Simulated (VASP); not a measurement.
Set up this calculation in VASP 6.6.1, as the native input.

| Item | Value |
| --- | --- |
| Task | single point |
| Functional | PBEsol |
| Potentials or basis | VASP PAW PBE potentials, release 64 (Sn_d, Se) |
| Cutoff | 520 eV |
| k mesh | 7 × 7 × 7 |
| Occupations | fermi-dirac, width 0.01 eV |
| Spin | no spin polarisation |
| Dipole correction | no |
| Further INCAR settings | ALGO = Normal; EDIFF = 1e-07; NBANDS = 17 |

The structure of SnSe lies in POSCAR:

```
SnSe
1.0
    0.0602000000      3.0401000000      3.0401000000
    3.0401000000      0.0602000000      3.0401000000
    3.0401000000      3.0401000000      0.0602000000
Sn Se
1 1
Direct
    0.0000000000      0.0000000000      0.0000000000
    0.5000000000      0.5000000000      0.5000000000
```

This cell differs from its parent crystal: equal xy, yz and zx shear strains of +2 %.

The input as run:

INCAR

```
SYSTEM = SnSe
PREC     = Accurate       ! precision mode
ENCUT    = 520            ! plane-wave cutoff, eV
EDIFF    = 1E-7           ! SCF threshold, eV
ISMEAR   = -1             ! smearing method
SIGMA    = 0.01           ! smearing width, eV
LREAL    = .False.        ! projectors in reciprocal space
LASPH    = .True.         ! aspherical terms in the spheres
NELM     = 60             ! most SCF steps
ALGO     = Normal         ! electronic algorithm
ISIF     = 2              ! what is computed and relaxed
LWAVE    = .False.        ! write WAVECAR
LCHARG   = .False.        ! write CHGCAR
GGA      = PS             ! functional
NBANDS   = 17             ! bands
```

KPOINTS

```
Automatic mesh
0
Gamma
  7 7 7
  0 0 0
```

Potentials or basis: VASP PAW PBE potentials, release 64 (Sn_d, Se).

The run is started by

```bash
$ cat potpaw_PBE.64/Sn_d/POTCAR potpaw_PBE.64/Se/POTCAR > POTCAR
$ mpirun -np 1 vasp_std > vasp.out
```

Results of the run:

| Property | Result |
| --- | --- |
| Pressure | -1.9 GPa |
| Band gap on the k mesh | 0.54 eV, indirect (least direct gap 0.70 eV) |

Caveat: the cell differs from its parent crystal (equal xy, yz and zx shear strains of +2 %); the PAW data sets were made with another functional, which shifts forces and pressure a little; spin-orbit coupling is left out, which moves the levels of the heavy elements.

Run time: 27 s on 1 thread of Intel(R) Xeon(R) Platinum 8259CL CPU @ 2.50GHz (Skylake/Cascade Lake) (shared host), peak memory 0.19 GiB.
